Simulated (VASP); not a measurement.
Crystal: HfB2.

```
Hf B
1.0
     3.14000    0.00000    0.00000
    -1.57000    2.71932    0.00000
     0.00000    0.00000    3.48000
Hf B
1 2
Direct
  0.00000 0.00000 0.00000
  0.66667 0.33333 0.50000
  0.33333 0.66667 0.50000
```

| Property | Result |
| --- | --- |
| Program | VASP 6.6.1 |
| Task | relaxation of cell and atoms |
| Functional | LDA |
| Potentials or basis | VASP PAW LDA potentials, release 64 (Hf_pv, B) |
| Cutoff | 600 eV |
| k mesh | 10 × 10 × 8 |
| Occupations | fermi-dirac, width 0.05 eV |
| Spin | no spin polarisation |

At the start: pressure -9.7 GPa; volume 9.90 Å³/atom.

Task: Where does the relaxation end?

Result: Over 5 steps the energy falls by 11.5 meV/atom and the volume is 9.54 Å³/atom (-3.7 %); space group P6/mmm (No. 191, to 0.05 Å).

The path:
```
step  energy change (eV)  largest force (eV/Å)  pressure (GPa)  volume (Å³)
   1              0.0000                0.0000           -9.71        29.71
   2              0.0317                0.0000           15.50        27.21
   3             -0.0342                0.0000           -0.13        28.63
   4             -0.0342                0.0000            0.05        28.61
   5             -0.0344                0.0000            0.07        28.61
```

Final structure:
```cif
data_structure
_symmetry_space_group_name_H-M 'P 1'
_symmetry_Int_Tables_number 1
_cell_length_a 3.1024
_cell_length_b 3.1024
_cell_length_c 3.4321
_cell_angle_alpha 90.000
_cell_angle_beta 90.000
_cell_angle_gamma 120.000
_cell_volume 28.61
loop_
_atom_site_label
_atom_site_type_symbol
_atom_site_fract_x
_atom_site_fract_y
_atom_site_fract_z
_atom_site_occupancy
Hf1 Hf 0.00000 0.00000 0.00000 1
B1 B 0.66667 0.33333 0.50000 1
B2 B 0.33333 0.66667 0.50000 1
```
